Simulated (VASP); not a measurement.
Write the native input for VASP 6.6.1 that does the following.

- Task: single point
- Functional: PBEsol
- Potentials or basis: VASP PAW PBE potentials, release 64 (Sc_sv, Pd)
- Cutoff: 520 eV
- k mesh: 14 × 14 × 14
- Occupations: gaussian, width 0.15 eV
- Spin: no spin polarisation
- Dipole correction: no
- Further INCAR settings: ALGO = Fast; EDIFF = 1e-07; NBANDS = 18

The structure of ScPd lies in POSCAR:

```
ScPd
1.0
    3.2830000000      0.0000000000      0.0246225000
    0.0000000000      3.2830000000      0.0000000000
    0.0246225000      0.0000000000      3.2830000000
Sc Pd
1 1
Direct
    0.5000000000      0.5000000000      0.5000000000
    0.0000000000      0.0000000000      0.0000000000
```

This cell differs from its parent crystal: strain +0.0150 x Voigt [0, 0, 0, 0, 1, 0].

These files were run (other wordings do the same):

INCAR

```
ALGO = Fast ; EDIFF = 1E-7
ENCUT = 520 ; GGA = PS
ISIF = 2 ; ISMEAR = 0
LASPH = T ; LCHARG = F
LREAL = F ; LWAVE = F
NBANDS = 18 ; NELM = 80
PREC = Accurate ; SIGMA = 0.15
```

KPOINTS

```
k-points
0
Gamma
  14 14 14
```

Potentials or basis: VASP PAW PBE potentials, release 64 (Sc_sv, Pd).

Command:

```console
$ cat potpaw_PBE.64/Sc_sv/POTCAR potpaw_PBE.64/Pd/POTCAR > POTCAR
$ mpirun -np 1 vasp_std > vasp.out
```

Results of the run:

```json
{
 "Pressure": "-1.7 GPa"
}
```

Caveat: the cell differs from its parent crystal (strain +0.0150 x Voigt [0, 0, 0, 0, 1, 0]); the PAW data sets were made with another functional, which shifts forces and pressure a little.

Wall time 6.5 min on 1 thread of Oxide Virtual Turin-like Processor (shared host), peak memory 0.35 GiB.
